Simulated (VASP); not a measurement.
Wanted: the native input for a VASP 6.6.1 run.

- Task: single point
- Functional: PBE
- Potentials or basis: VASP PAW PBE potentials, release 64 (Zn, Cu)
- Cutoff: 520 eV
- k mesh: 18 × 18 × 18
- Occupations: gaussian, width 0.15 eV
- Spin: no spin polarisation
- Dipole correction: no
- Further INCAR settings: ALGO = Normal; EDIFF = 1e-06; NBANDS = 18

The structure of ZnCu lies in POSCAR:

```
ZnCu
1.0
    2.9450000000      0.0000000000      0.0000000000
    0.0000000000      2.9450000000      0.0000000000
    0.0000000000      0.0000000000      2.9450000000
Zn Cu
1 1
Direct
    0.5000000000      0.5000000000      0.5000000000
    0.0000000000      0.0000000000      0.0000000000
```

The input as run:

INCAR

```
PREC = Accurate ; ENCUT = 520
EDIFF = 1E-6 ; ISMEAR = 0
SIGMA = 0.15 ; LREAL = F
LASPH = T ; NELM = 100
ALGO = Normal ; ISIF = 2
LWAVE = F ; LCHARG = F
GGA = PE ; NBANDS = 18
```

KPOINTS

```
Automatic mesh
0
Gamma
  18 18 18
```

Potentials or basis: VASP PAW PBE potentials, release 64 (Zn, Cu).

Command:

```sh
$ cat potpaw_PBE.64/Zn/POTCAR potpaw_PBE.64/Cu/POTCAR > POTCAR
$ mpirun -np 1 vasp_std > vasp.out
```

Results of the run:

| Item | Value |
| --- | --- |
| Pressure | 2.9 GPa |

Run time: 82 s on 1 thread of AMD EPYC 7R13 Processor (Zen 3), on a shared host, peak memory 0.19 GiB.
